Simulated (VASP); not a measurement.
Here is a VASP 6.6.1 calculation.

Contents of POSCAR:

```
Mo
1.0
    2.8937323186      0.0000000000      0.0000000000
   -1.4468661593      2.5060456996      0.0000000000
    0.0000000000      0.0000000000      2.4730060887
Mo
1
Direct
    0.0000000000      0.0000000000      0.5000000000
```

File INCAR.step1:

```
SYSTEM = Mo
PREC     = Accurate       ! precision mode
ENCUT    = 550            ! plane-wave cutoff, eV
ISMEAR   = 0              ! smearing method
SIGMA    = 0.1            ! smearing width, eV
LREAL    = .False.        ! projectors in reciprocal space
LASPH    = .True.         ! aspherical terms in the spheres
NELM     = 120            ! most SCF steps
NBANDS   = 13             ! bands
GGA      = PE             ! functional
ALGO     = Normal         ! electronic algorithm
EDIFF    = 1E-5           ! SCF threshold, eV
LWAVE    = .True.         ! write WAVECAR
LCHARG   = .False.        ! write CHGCAR
GGA_COMPAT= .False.
```

Contents of INCAR.step2:

```
SYSTEM = Mo
PREC     = Accurate       ! precision mode
ENCUT    = 550            ! plane-wave cutoff, eV
EDIFF    = 1E-6           ! SCF threshold, eV
ISMEAR   = 0              ! smearing method
SIGMA    = 0.1            ! smearing width, eV
LREAL    = .False.        ! projectors in reciprocal space
LASPH    = .True.         ! aspherical terms in the spheres
NELM     = 120            ! most SCF steps
ALGO     = Normal         ! electronic algorithm
ISIF     = 2              ! what is computed and relaxed
LWAVE    = .False.        ! write WAVECAR
LCHARG   = .True.         ! write CHGCAR
METAGGA  = R2SCAN         ! meta-GGA
LMIXTAU  = .True.       
LELF     = .True.         ! ELF
LVHAR    = .True.       
NBANDS   = 13             ! bands
ISTART   = 1            
GGA_COMPAT= .False.
```

Contents of KPOINTS:

```
Automatic mesh
0
Gamma
  18 18 16
  0 0 0
```

Potentials or basis: VASP PAW PBE potentials, release 64 (Mo_sv).

Launch:

```console
$ cat potpaw_PBE.64/Mo_sv/POTCAR > POTCAR
$ cp INCAR.step1 INCAR
$ mpirun -np 1 vasp_std > vasp.out
$ cp INCAR.step2 INCAR
$ mpirun -np 1 vasp_std > vasp.out
```

Question: What does it give for the band gap on the k mesh?

Answer: Zero (band 7 reaches 10.74 eV, above the bottom of band 8 at 9.41 eV).

Question: Estimate the pressure.

Answer: -13.4 GPa.

Stress tensor (GPa, compression positive):
```
-17.37   0.00   0.00
  0.00 -17.37   0.00
  0.00   0.00  -5.34
```

Caveat: the cell differs from its parent crystal (functional r2SCAN, strained); the PAW data sets were made with another functional, which shifts forces and pressure a little.
